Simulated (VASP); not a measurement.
# AlGa2Sb3 (P6/mmm) in VASP: a series of runs, part 3 of 3

VASP 6.6.1. The steps go on from the part before.

## 6. Relaxation of cell and atoms, PBE

This run uses another cell than the first one, of 28.20 Å³/atom.

File INCAR:

```
PREC = Accurate
ENCUT = 600
EDIFF = 1E-6
ISMEAR = 0
SIGMA = 0.1
LREAL = F
LASPH = T
NELM = 100
ALGO = Normal
ISIF = 3
LWAVE = F
LCHARG = F
GGA = PE
IBRION = 2
NSW = 100
EDIFFG = -0.01
```

File KPOINTS:

```
regular mesh
0
Gamma
  6 6 8
```

File POSCAR:

```
AlGa2Sb3
1.0
    5.9948901170      0.0000000000      0.0000000000
   -2.9974450585      5.1917271342      0.0000000000
    0.0000000000      0.0000000000      5.4361064249
Al Ga Sb
1 2 3
Direct
    0.0000000000      0.0000000000      0.0000000000
    0.3333333333      0.6666666667      0.0000000000
    0.6666666667      0.3333333333      0.0000000000
    0.5000000000      0.0000000000      0.5000000000
    0.0000000000      0.5000000000      0.5000000000
    0.5000000000      0.5000000000      0.5000000000
```

Potentials or basis: VASP PAW PBE potentials, release 64 (Al, Ga_d, Sb).

Started as:

```console
> cat potpaw_PBE.64/Al/POTCAR potpaw_PBE.64/Ga_d/POTCAR potpaw_PBE.64/Sb/POTCAR > POTCAR
> mpirun -np 1 vasp_std > vasp.out
```

OUTCAR:

```text
PREC = Accurate
   ENCUT = 600
   EDIFF = 1E-6
   ISMEAR = 0
   LREAL = F
   LASPH = T
   NELM = 100
   ISIF = 3
   GGA = PE
   IBRION = 2
   NSW = 100
   EDIFFG = -0.01

 ion  position               nearest neighbor table
   1  0.000  0.000  0.000-
   2  0.333  0.667  0.000-   4 3.22   4 3.22   5 3.22   5 3.22   6 3.22   6 3.22
   3  0.667  0.333  0.000-   4 3.22   4 3.22   5 3.22   5 3.22   6 3.22   6 3.22
   4  0.500  0.000  0.500-   5 3.00   6 3.00   6 3.00   5 3.00   2 3.22   3 3.22   2 3.22   3 3.22

   5  0.000  0.500  0.500-   4 3.00   4 3.00   6 3.00   6 3.00   2 3.22   3 3.22   2 3.22   3 3.22

   6  0.500  0.500  0.500-   4 3.00   4 3.00   5 3.00   5 3.00   2 3.22   3 3.22   2 3.22   3 3.22

  LATTYP: Found a hexagonal cell.
 ALAT       =     5.9948901170
 C/A-ratio  =     0.9067900026

  Lattice vectors:

 A1 = (   5.9948901170,   0.0000000000,   0.0000000000)
 A2 = (  -2.9974450585,   5.1917271342,   0.0000000000)
 A3 = (   0.0000000000,   0.0000000000,   5.4361064249)

Analysis of symmetry for initial positions (statically):
=====================================================================
 Subroutine PRICEL returns:
 Original cell was already a primitive cell.

 Routine SETGRP: Setting up the symmetry group for a
 hexagonal supercell.

 Subroutine GETGRP returns: Found 24 space group operations
 (whereof 24 operations were pure point group operations)
 out of a pool of 24 trial point group operations.

The static configuration has the point symmetry D_6h.

Analysis of symmetry for dynamics (positions and initial velocities):
=====================================================================
 Subroutine PRICEL returns:
 Original cell was already a primitive cell.

 Routine SETGRP: Setting up the symmetry group for a
 hexagonal supercell.

 Subroutine GETGRP returns: Found 24 space group operations
 (whereof 24 operations were pure point group operations)
 out of a pool of 24 trial point group operations.

The dynamic configuration has the point symmetry D_6h.

 Subroutine INISYM returns: Found 24 space group operations
 (whereof 24 operations are pure point group operations),
 and found     1 'primitive' translations

----------------------------------------------------------------------------------------

                                     Primitive cell

  volume of cell :     169.1925

  direct lattice vectors                    reciprocal lattice vectors
     5.994890117  0.000000000  0.000000000     0.166808729  0.096307065  0.000000000
    -2.997445058  5.191727134  0.000000000     0.000000000  0.192614129  0.000000000
     0.000000000  0.000000000  5.436106425     0.000000000  0.000000000  0.183955192

  length of vectors
     5.994890117  5.994890117  5.436106425     0.192614129  0.192614129  0.183955192

  position of ions in fractional coordinates (direct lattice)
     0.000000000  0.000000000  0.000000000
     0.333333333  0.666666667  0.000000000
     0.666666667  0.333333333  0.000000000
     0.500000000  0.000000000  0.500000000
     0.000000000  0.500000000  0.500000000
     0.500000000  0.500000000  0.500000000

  ion indices of the primitive-cell ions
   primitive index   ion index
                 1           1
                 2           2
                 3           3
                 4           4
[... 61 lines left out ...]
   ions per type =               1   2   3
   NGX,Y,Z   is equivalent  to a cutoff of  13.31, 13.31, 14.68 a.u.
   NGXF,Y,Z  is equivalent  to a cutoff of  26.62, 26.62, 29.36 a.u.
 SYSTEM =  unknown system
   PREC   = accura    normal or accurate (medium, high low for compatibility)
   ISTART =      0    job   : 0-new  1-cont  2-samecut
   ICHARG =      2    charge: 1-file 2-atom 10-const
   ISPIN  =      1    spin polarized calculation?
   LNONCOLLINEAR =      F non collinear calculations
   LSORBIT =      F    spin-orbit coupling
   LASPH  =      T    aspherical Exc in radial PAW
   ENCUT  =  600.0 eV  44.10 Ry    6.64 a.u.  11.97 11.97 10.86*2*pi/ulx,y,z
   NELM   =    100;   NELMIN=  2; NELMDL= -5     # of ELM steps
   EDIFF  = 0.1E-05   stopping-criterion for ELM
   LREAL  =      F    real-space projection
   EDIFFG = -.1E-01   stopping-criterion for IOM
   NSW    =    100    number of steps for IOM
   IBRION =      2    ionic relax: 0-MD 1-quasi-New 2-CG
   NFREE  =      1    steps in history (QN), initial steepest desc. (CG)
   ISIF   =      3    stress and relaxation
   ISYM   =      2    0-nonsym 1-usesym 2-fastsym
   POTIM  = 0.5000    time-step for ionic-motion
   TEBEG  =    0.0;   TEEND  =   0.0 temperature during run
   PSTRESS=    0.0 pullay stress
   NELECT =      44.0000    total number of electrons
   NUPDOWN=      -1.0000    fix difference up-down
   EMIN   =  10.00;   EMAX   =-10.00  energy-range for DOS
   EFERMI =   0.00;   METHOD = LEGACY
   ISMEAR =     0;   SIGMA  =   0.10  broadening in eV -4-tet -1-fermi 0-gaus
   EFERMI_NEDOS =   21; number of points for ismear=-14 and -15
   IALGO  =     38    algorithm
   IMIX   =      4    mixing-type and parameters
     AMIX     =   0.40;   BMIX     =  1.00
     AMIX_MAG =   1.60;   BMIX_MAG =  1.00
  volume/ion in A,a.u.               =      28.20       190.29
  Fermi-wavevector in a.u.,A,eV,Ry     =   1.044958  1.974684 14.856699  1.091937
  Thomas-Fermi vector in A             =   2.179733
   LORBIT       =      0    0 simple, 1 ext, 2 COOP (PROOUT), +10 PAW based schemes
   GGA     = PE    functional components
   LHFCALC =     F    Hartree Fock is set to
   AEXX    =    0.0000 exact exchange contribution
   IVDW    =     0    specifies the selected vdW correction
   LEPSILON=     F    determine dielectric tensor
   LRPA    =     F    only Hartree local field effects (RPA)
 conjugate gradient relaxation of ions
 non-spin polarized calculation
 Gauss-broadening in eV      SIGMA  =   0.10
  energy-cutoff  :      600.00
  volume of cell :      169.19
 maximum number of plane-waves:      5682
 NGX is ok and might be reduce to    48
   NGX = 23   NGY = 23   NGZ = 21

--------------------------------------- Ionic step        1  -------------------------------------------

 number of electron      44.0000021 magnetization

 Free energy of the ion-electron system (eV)
  ---------------------------------------------------
  ext. energy  EPLUGINS =         0.00000000
  ---------------------------------------------------
  free energy    TOTEN  =       -19.53719363 eV

  energy without entropy =      -19.51328360  energy(sigma->0) =      -19.52523862

------------------------ aborting loop because EDIFF is reached ----------------------------------------

  FORCE on cell =-STRESS in cart. coord.  units (eV):
  Direction    XX          YY          ZZ          XY          YZ          ZX
  --------------------------------------------------------------------------------------
  -------------------------------------------------------------------------------------
  Total        2.6896801      2.6896801     -3.2185725      0.0000000      0.0000000      0.0000000
  in kB       25.4700719     25.4700719    -30.4784479      0.0000000      0.0000000      0.0000000
  external PRESSURE =       6.8205653 kB  Pullay stress =       0.0000000 kB
[... 101 lines left out ...]
  FREE ENERGIE OF THE ION-ELECTRON SYSTEM (eV)
  ---------------------------------------------------
  free  energy   TOTEN  =       -19.7390235425 eV

  energy  without entropy=      -19.7222588343  energy(sigma->0) =      -19.73064119

 E-fermi :   4.9547     XC(G=0):  -9.1747

 val. band max:        4.9516400933   @ k =   0.1667   0.0000   0.5000
 cond. band min:       4.9969659232   @ k =   0.5000   0.0000   0.2500
 fundamental gap:      0.0453258299
 Fermi energy:         4.9546784507

 k-point     1 :       0.0000    0.0000    0.0000
  band No.  band energies     occupation
      1      -9.7806      2.00000
      2      -9.7666      2.00000
      3      -9.7666      2.00000
      4      -9.7623      2.00000
      5      -9.7623      2.00000
      6      -9.7554      2.00000
[... 685 lines left out ...]
     25       6.4401      0.00000
     26       6.5446      0.00000

 [... further k-points ...]

[... ionic steps 4 to 7 ...]

--------------------------------------- Ionic step        8  -------------------------------------------

 number of electron      44.0000014 magnetization

------------------------ aborting loop because EDIFF is reached ----------------------------------------
[... 75 lines left out ...]
--------------------------------------- Ionic step       10  -------------------------------------------

 number of electron      44.0000013 magnetization

 Free energy of the ion-electron system (eV)
  ---------------------------------------------------
  ext. energy  EPLUGINS =         0.00000000
  ---------------------------------------------------
  free energy    TOTEN  =       -19.88566855 eV

  energy without entropy =      -19.87698539  energy(sigma->0) =      -19.88132697

 E-fermi :   5.3513     XC(G=0):  -9.3523

 val. band max:        5.3252072917   @ k =   0.3333   0.0000   0.0000
 cond. band min:       5.3702201099   @ k =   0.5000   0.0000   0.2500
 fundamental gap:      0.0450128183
 Fermi energy:         5.3512885392

 k-point     1 :       0.0000    0.0000    0.0000
  band No.  band energies     occupation
      1      -9.4063      2.00000
      2      -9.3867      2.00000
      3      -9.3867      2.00000
      4      -9.3768      2.00000
      5      -9.3768      2.00000
      6      -9.3758      2.00000
[... 720 lines left out ...]
  FREE ENERGIE OF THE ION-ELECTRON SYSTEM (eV)
  ---------------------------------------------------
  free  energy   TOTEN  =       -19.8856685524 eV

  energy  without entropy=      -19.8769853877  energy(sigma->0) =      -19.88132697

 reached required accuracy - stopping structural energy minimisation
```

CONTCAR:

```text
AlGa2Sb3
   1.00000000000000
     6.2435037964084676   -0.0000000000000000    0.0000000000000000
    -3.1217518982042338    5.4070328962938392   -0.0000000000000000
    -0.0000000000000000    0.0000000000000000    5.0005174479966605
  Al              Ga              Sb
     1     2     3
Direct
     0.0000000000000000    0.0000000000000000    0.0000000000000000
     0.3333333332999970    0.6666666667000030    0.0000000000000000
     0.6666666667000030    0.3333333332999970    0.0000000000000000
     0.5000000000000000    0.0000000000000000    0.5000000000000000
     0.0000000000000000    0.5000000000000000    0.5000000000000000
     0.5000000000000000    0.5000000000000000    0.5000000000000000

  0.00000000E+00  0.00000000E+00  0.00000000E+00
  0.00000000E+00  0.00000000E+00  0.00000000E+00
  0.00000000E+00  0.00000000E+00  0.00000000E+00
  0.00000000E+00  0.00000000E+00  0.00000000E+00
  0.00000000E+00  0.00000000E+00  0.00000000E+00
  0.00000000E+00  0.00000000E+00  0.00000000E+00
```

Wall time 20 min (1 thread of Intel Xeon Platinum 8375C at 2.90GHz (Ice Lake), shared host); peak memory 0.46 GiB.

Results:

* Free energy: -19.8857 eV
* Relaxed volume: 28.14 Å³/atom
* Relaxed cell: a = 6.244 Å, b = 6.244 Å, c = 5.001 Å, α = 90.00°, β = 90.00°, γ = 120.00°
* Space group after relaxing (to 0.1 Å): P6/mmm (No. 191)
* Energy gained by relaxing: 58.1 meV/atom
* Ionic steps: 10
* Pressure after relaxing: 0.0 GPa
* Band gap on the k mesh: zero (bands 22 and 23 overlap by 1.47 eV)

Step by step:
```
step  energy change (eV)  largest force (eV/Å)  pressure (GPa)  volume (Å³)
   1              0.0000                0.0000            0.68       169.19
   2             -0.1786                0.0000           -0.46       172.02
   3             -0.2018                0.0000           -1.81       179.06
   4             -0.3118                0.0000           -1.55       176.17
   5             -0.3137                0.0000           -1.38       175.33
   6             -0.3434                0.0000            0.16       168.33
   7             -0.3463                0.0000           -0.24       169.87
   8             -0.3484                0.0000            0.00       168.92
   9             -0.3485                0.0000            0.03       168.79
  10             -0.3485                0.0000            0.01       168.81
```

Final structure:
```cif
data_structure
_symmetry_space_group_name_H-M 'P 1'
_symmetry_Int_Tables_number 1
_cell_length_a 6.2435
_cell_length_b 6.2435
_cell_length_c 5.0005
_cell_angle_alpha 90.000
_cell_angle_beta 90.000
_cell_angle_gamma 120.000
_cell_volume 168.81
loop_
_atom_site_label
_atom_site_type_symbol
_atom_site_fract_x
_atom_site_fract_y
_atom_site_fract_z
_atom_site_occupancy
Al1 Al 0.00000 0.00000 0.00000 1
Ga1 Ga 0.33333 0.66667 0.00000 1
Ga2 Ga 0.66667 0.33333 0.00000 1
Sb1 Sb 0.50000 0.00000 0.50000 1
Sb2 Sb 0.00000 0.50000 0.50000 1
Sb3 Sb 0.50000 0.50000 0.50000 1
```

Caveat: spin-orbit coupling is left out, which moves the levels of the heavy elements.

## 7. Summary

| task | cell | k mesh | cutoff (eV) | gap on the mesh (eV) | pressure (GPa) | relaxed volume (Å³/atom) |
| --- | --- | --- | --- | --- | --- | --- |
| single point | a = 6.130, b = 6.130, c = 4.345 Å, angles 90.0, 90.0, 120.0°, 6 atoms | 3 × 3 × 4 | 520 | none | 11.8 | - |
| single point | a = 5.995, b = 5.995, c = 5.436 Å, angles 90.0, 90.0, 120.0°, 6 atoms | 3 × 3 × 4 | 520 | none | -0.1 | - |
| relaxation of cell and atoms | relaxed from a = 6.130, b = 6.130, c = 4.345 Å, angles 90.0, 90.0, 120.0°, 6 atoms | 3 × 3 × 4 | 600 | none | 0.0 | 28.15 |
| single point | a = 6.244, b = 6.244, c = 5.003 Å, angles 90.0, 90.0, 120.0°, 6 atoms | 6 × 6 × 8 | 520 | none | 0.0 | - |
| relaxation of cell and atoms | relaxed from a = 5.995, b = 5.995, c = 5.436 Å, angles 90.0, 90.0, 120.0°, 6 atoms | 6 × 6 × 8 | 600 | none | 0.0 | 28.14 |

Alike in all rows: level PBE; potentials or basis VASP PAW PBE potentials, release 64 (Al, Ga_d, Sb); no spin polarisation; smearing gaussian 0.1 eV.

Caveats: some runs use coarse meshes; spin-orbit coupling is left out, which moves the levels of the heavy elements; the volume moved by over 15 % at a fixed basis, so the end points are rough (at least some runs).

Absolute energies hang on the potentials; compare differences alone.

The gap in the log of VASP goes by the Fermi energy; the results here count the filled bands.